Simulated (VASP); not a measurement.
# MnSi (P2_13) in VASP: notebook, part 2 of 2

VASP 6.6.1. Earlier steps stand in the parts before.

**3. Single point, PBE, collinear spin, ferromagnetic start (volume scaled by 0.88, then relaxed in part)**

The input, INCAR:

```
SYSTEM = MnSi
  PREC = Accurate
  ENCUT = 520
  EDIFF = 1E-6
  ISMEAR = 0
  SIGMA = 0.1
  LREAL = .False.
  LASPH = .True.
  NELM = 150
  ALGO = Normal
  ISIF = 2
  LWAVE = .False.
  LCHARG = .False.
  ISPIN = 2
  MAGMOM = 1.09 1.09 1.09 1.09 0 0 0 0
  LORBIT = 11
  LMAXMIX = 4
  GGA = PE
  NBANDS = 48
```

The input, KPOINTS:

```
Automatic mesh
0
Gamma
  8 8 8
  0 0 0
```

The input, POSCAR:

```
MnSi
1.0
    4.3291227524      0.0000000000      0.0000000000
    0.0000000000      4.3291227524      0.0000000000
    0.0000000000      0.0000000000      4.3291227524
Mn Si
4 4
Direct
    0.1397809444      0.1397809444      0.1397809444
    0.3602190556      0.8602190556      0.6397809444
    0.6397809444      0.3602190556      0.8602190556
    0.8602190556      0.6397809444      0.3602190556
    0.8464857660      0.8464857660      0.8464857660
    0.6535142340      0.1535142340      0.3464857660
    0.3464857660      0.6535142340      0.1535142340
    0.1535142340      0.3464857660      0.6535142340
```

Potentials or basis: VASP PAW PBE potentials, release 64 (Mn_pv, Si).

Command:

```
$ cat potpaw_PBE.64/Mn_pv/POTCAR potpaw_PBE.64/Si/POTCAR > POTCAR
$ mpirun -np 1 vasp_std > vasp.out
```

OUTCAR:

```text
SYSTEM = MnSi
   PREC = Accurate
   ENCUT = 520
   EDIFF = 1E-6
   ISMEAR = 0
   LREAL = .False.
   LASPH = .True.
   NELM = 150
   ISIF = 2
   ISPIN = 2
   LORBIT = 11
   GGA = PE

 ion  position               nearest neighbor table
   1  0.140  0.140  0.140-   5 2.20   6 2.29   7 2.29   8 2.29   7 2.40   8 2.40   6 2.40   3 2.66
                             4 2.66   2 2.66   2 2.66   4 2.66   3 2.66
   2  0.360  0.860  0.640-   6 2.20   5 2.29   7 2.29   8 2.29   7 2.40   8 2.40   5 2.40   1 2.66
                             1 2.66   3 2.66   3 2.66   4 2.66   4 2.66
   3  0.640  0.360  0.860-   7 2.20   6 2.29   5 2.29   8 2.29   8 2.40   6 2.40   5 2.40   1 2.66
                             4 2.66   2 2.66   2 2.66   4 2.66   1 2.66
   4  0.860  0.640  0.360-   8 2.20   6 2.29   7 2.29   5 2.29   6 2.40   5 2.40   7 2.40   1 2.66
                             3 2.66   2 2.66   1 2.66   2 2.66   3 2.66
   5  0.846  0.846  0.846-   1 2.20   2 2.29   3 2.29   4 2.29   3 2.40   4 2.40   2 2.40   6 2.67
                             7 2.67   8 2.67   6 2.67   8 2.67   7 2.67
   6  0.654  0.154  0.346-   2 2.20   1 2.29   3 2.29   4 2.29   3 2.40   4 2.40   1 2.40   8 2.67
                             5 2.67   5 2.67   7 2.67   7 2.67   8 2.67
   7  0.346  0.654  0.154-   3 2.20   2 2.29   1 2.29   4 2.29   4 2.40   2 2.40   1 2.40   8 2.67
                             5 2.67   8 2.67   6 2.67   6 2.67   5 2.67
   8  0.154  0.346  0.654-   4 2.20   2 2.29   3 2.29   1 2.29   2 2.40   1 2.40   3 2.40   7 2.67
                             5 2.67   7 2.67   5 2.67   6 2.67   6 2.67

  LATTYP: Found a simple cubic cell.
 ALAT       =     4.3291227524

  Lattice vectors:

 A1 = (   4.3291227524,   0.0000000000,   0.0000000000)
 A2 = (   0.0000000000,   4.3291227524,   0.0000000000)
 A3 = (   0.0000000000,   0.0000000000,   4.3291227524)

Analysis of symmetry for initial positions (statically):
=====================================================================
 Subroutine PRICEL returns:
 Original cell was already a primitive cell.

 Routine SETGRP: Setting up the symmetry group for a
 simple cubic supercell.

 Subroutine GETGRP returns: Found 12 space group operations
 (whereof  3 operations were pure point group operations)
[... 1387 lines left out ...]
      4     -34.4036      1.00000
      5     -34.3733      1.00000
      6     -34.3733      1.00000
[... 1165 lines left out ...]
     45      18.3415      0.00000
     46      18.9657      0.00000

 [... further k-points ...]

 [bands above 46 left out]

------------------------ aborting loop because EDIFF is reached ----------------------------------------

  FORCE on cell =-STRESS in cart. coord.  units (eV):
  Direction    XX          YY          ZZ          XY          YZ          ZX
  --------------------------------------------------------------------------------------
  -------------------------------------------------------------------------------------
  Total       17.3970363     17.3970363     17.3970363      0.0000000     -0.0000000      0.0000000
  in kB      343.5469931    343.5469931    343.5469931      0.0000000     -0.0000000      0.0000000
  external PRESSURE =     343.5469931 kB  Pullay stress =       0.0000000 kB

 VOLUME and BASIS-vectors are now :
 -----------------------------------------------------------------------------
  energy-cutoff  :      520.00
  volume of cell :       81.13
      direct lattice vectors                 reciprocal lattice vectors
     4.329122752  0.000000000  0.000000000     0.230993681  0.000000000  0.000000000
     0.000000000  4.329122752  0.000000000     0.000000000  0.230993681  0.000000000
     0.000000000  0.000000000  4.329122752     0.000000000  0.000000000  0.230993681

 POSITION                                       TOTAL-FORCE (eV/Angst)
 -----------------------------------------------------------------------------------
      0.60513      0.60513      0.60513         0.009352      0.009352      0.009352
      1.55943      3.72399      2.76969        -0.009352     -0.009352      0.009352
      2.76969      1.55943      3.72399         0.009352     -0.009352     -0.009352
      3.72399      2.76969      1.55943        -0.009352      0.009352     -0.009352
      3.66454      3.66454      3.66454        -0.000112     -0.000112     -0.000112
      2.82914      0.66458      1.49998         0.000112      0.000112     -0.000112
      1.49998      2.82914      0.66458        -0.000112      0.000112      0.000112
      0.66458      1.49998      2.82914         0.000112     -0.000112      0.000112
 -----------------------------------------------------------------------------------
    total drift:                               -0.000001     -0.000002      0.000000

  FREE ENERGIE OF THE ION-ELECTRON SYSTEM (eV)
  ---------------------------------------------------
  free  energy   TOTEN  =       -60.3794665178 eV

  energy  without entropy=      -60.3497055828  energy(sigma->0) =      -60.36458605

 total charge

# of ion       s       p       d       tot
------------------------------------------
    1        0.381   6.480   5.439  12.299
    2        0.381   6.480   5.439  12.299
    3        0.381   6.480   5.439  12.299
    4        0.381   6.480   5.439  12.299
    5        0.750   0.994   0.000   1.745
    6        0.750   0.994   0.000   1.745
    7        0.750   0.994   0.000   1.745
    8        0.750   0.994   0.000   1.745
--------------------------------------------------
tot          4.525  29.896  21.754  56.176

 magnetization (x)

# of ion       s       p       d       tot
------------------------------------------
    1        0.000   0.006   0.776   0.782
    2        0.000   0.006   0.776   0.782
    3        0.000   0.006   0.776   0.782
    4        0.000   0.006   0.776   0.782
    5       -0.009  -0.023   0.000  -0.032
    6       -0.009  -0.023   0.000  -0.032
    7       -0.009  -0.023   0.000  -0.032
    8       -0.009  -0.023   0.000  -0.032
--------------------------------------------------
tot         -0.033  -0.070   3.105   3.002
```

OSZICAR:

```text
N       E                     dE             d eps       ncg     rms          rms(c)
DAV:   1     0.817239361420E+03    0.81724E+03   -0.35198E+04  8656   0.173E+03
DAV:   2    -0.640479656095E+01   -0.82364E+03   -0.78240E+03  8640   0.517E+02
DAV:   3    -0.673663535450E+02   -0.60962E+02   -0.58637E+02  9288   0.151E+02
DAV:   4    -0.689729927399E+02   -0.16066E+01   -0.15949E+01 10320   0.244E+01
DAV:   5    -0.690023572418E+02   -0.29365E-01   -0.29357E-01  9624   0.354E+00    0.411E+01
DAV:   6    -0.677859103628E+02    0.12164E+01   -0.10839E+02  9536   0.838E+01    0.252E+01
DAV:   7    -0.606179747133E+02    0.71679E+01   -0.42038E+01  9360   0.524E+01    0.992E+00
DAV:   8    -0.604170177311E+02    0.20096E+00   -0.19149E+00  9648   0.729E+00    0.271E+00
DAV:   9    -0.603759322828E+02    0.41085E-01   -0.13225E-01 10144   0.268E+00    0.110E+00
DAV:  10    -0.603760355410E+02   -0.10326E-03   -0.82706E-03  9432   0.644E-01    0.638E-01
DAV:  11    -0.603777619425E+02   -0.17264E-02   -0.47836E-03 10560   0.442E-01    0.313E-01
DAV:  12    -0.603791371612E+02   -0.13752E-02   -0.24067E-03 10568   0.313E-01    0.164E-01
DAV:  13    -0.603794413594E+02   -0.30420E-03   -0.70710E-04 10304   0.163E-01    0.664E-02
DAV:  14    -0.603794640320E+02   -0.22673E-04   -0.93528E-05 10640   0.568E-02    0.240E-02
DAV:  15    -0.603794663068E+02   -0.22748E-05   -0.15911E-05  8320   0.291E-02    0.121E-02
DAV:  16    -0.603794665178E+02   -0.21106E-06   -0.63910E-07  4920   0.648E-03
   1 F= -.60379467E+02 E0= -.60364586E+02  d E =-.297609E-01  mag=     3.0036
```

It took 7.9 min on 1 thread of Intel Xeon 8259CL, shared host; peak memory 0.37 GiB.

Results:

* Free energy: -60.3795 eV
* Pressure: 34.4 GPa
* Largest force: 0.016 eV/Å
* Net moment: 3.00 μB per cell
* Site moments: Mn +0.78; Si -0.03 μB
* Valence electrons inside the program's atomic spheres: Mn 12.30; Si 1.75

Forces on the atoms (eV/Å):
```
Mn   0.009  0.009  0.009
Mn  -0.009 -0.009  0.009
Mn   0.009 -0.009 -0.009
Mn  -0.009  0.009 -0.009
Si   0.000  0.000  0.000
Si   0.000  0.000  0.000
Si   0.000  0.000  0.000
Si   0.000  0.000  0.000
```

Levels at points of the mesh, in eV from the Fermi level:
Spin up:
```csv
k point,band 32,band 33,band 34,band 35,band 36,band 37,band 38,band 39,band 40,band 41
"(0.00, 0.00, 0.00)",-0.16,-0.16,-0.16,-0.05,-0.05,1.20,1.20,1.20,3.84,3.84
"(0.50, 0.00, 0.00)",-1.29,-0.43,-0.43,0.16,0.16,0.58,0.58,2.34,2.34,3.00
"(0.50, 0.50, 0.00)",-1.30,-0.97,-0.97,-0.39,-0.39,1.12,1.12,1.81,1.81,3.61
"(0.50, 0.50, 0.50)",-0.84,-0.56,-0.56,-0.56,-0.56,0.94,0.94,0.94,0.94,6.31
```
Spin down:
| k point | band 29 | band 30 | band 31 | band 32 | band 33 | band 34 | band 35 | band 36 |
| --- | --- | --- | --- | --- | --- | --- | --- | --- |
| (0.00, 0.00, 0.00) | -1.66 | -1.66 | -1.66 | 0.62 | 0.62 | 0.62 | 0.95 | 0.95 |
| (0.50, 0.00, 0.00) | -1.44 | -1.44 | -0.65 | -0.65 | 0.49 | 0.49 | 0.95 | 0.95 |
| (0.50, 0.50, 0.00) | -0.81 | -0.81 | -0.73 | -0.73 | -0.41 | -0.41 | 0.51 | 0.51 |
| (0.50, 0.50, 0.50) | -0.08 | -0.08 | -0.08 | -0.08 | 0.11 | 0.11 | 0.11 | 0.11 |
